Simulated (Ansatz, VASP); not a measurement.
# One calculation of SiO2, two programs

```
Si O
1.0
     7.09803    0.00000    0.00000
     0.00000    7.09803    0.00000
     0.00000    0.00000    7.09803
Si O
8 16
Cartesian
  1.9914 1.9914 1.9914
  1.5576 5.1067 5.5404
  5.5404 1.5576 5.1067
  5.1067 5.5404 1.5576
  7.2437 7.2437 7.2437
  3.4033 -0.1457 3.6947
  3.6947 3.4033 -0.1457
  -0.1457 3.6947 3.4033
  1.0676 1.0676 1.0676
  2.4814 6.0304 4.6166
  4.6166 2.4814 6.0304
  6.0304 4.6166 2.4814
  4.5384 4.6915 0.3174
  6.1086 2.4066 3.8664
  0.9894 5.9556 6.7806
  2.5596 1.1425 3.2316
  0.3174 4.5384 4.6915
  3.8664 6.1086 2.4066
  6.7806 0.9894 5.9556
  3.2316 2.5596 1.1425
  4.6915 0.3174 4.5384
  2.4066 3.8664 6.1086
  5.9556 6.7806 0.9894
  1.1425 3.2316 2.5596
```

Alike in both runs: functional LDA; k mesh 4 × 4 × 4; occupations gaussian, width 0.1 eV; no spin polarisation.

Ansatz relaxed the structure, and its values are those at the end. VASP's run is a single point on that final structure, the one shown.

```csv
,VASP,Ansatz
version,VASP 6.6.1,Ansatz 0.2.0
potentials or method,"VASP PAW LDA potentials, release 64 (Si, O), cutoff 520 eV","scalar-relativistic, plane waves, PAW"
valence electrons in the cell,128,128
```

Ansatz gave:

```
gap on the k mesh at the Fermi level (eV) : 5.59
least direct gap on the mesh (eV)         : 5.60
pressure (GPa)                            : -0.2
rms of the force components (eV/Å)        : 0.004
```

Task: Estimate VASP's values.

Result: gap on the k mesh at the Fermi level (eV): 5.59; least direct gap on the mesh (eV): 5.60; pressure (GPa): 0.3; rms of the force components (eV/Å): 0.015.

LDA's correlation is that of Perdew and Zunger in VASP and of Perdew and Wang (1992) in Ansatz.
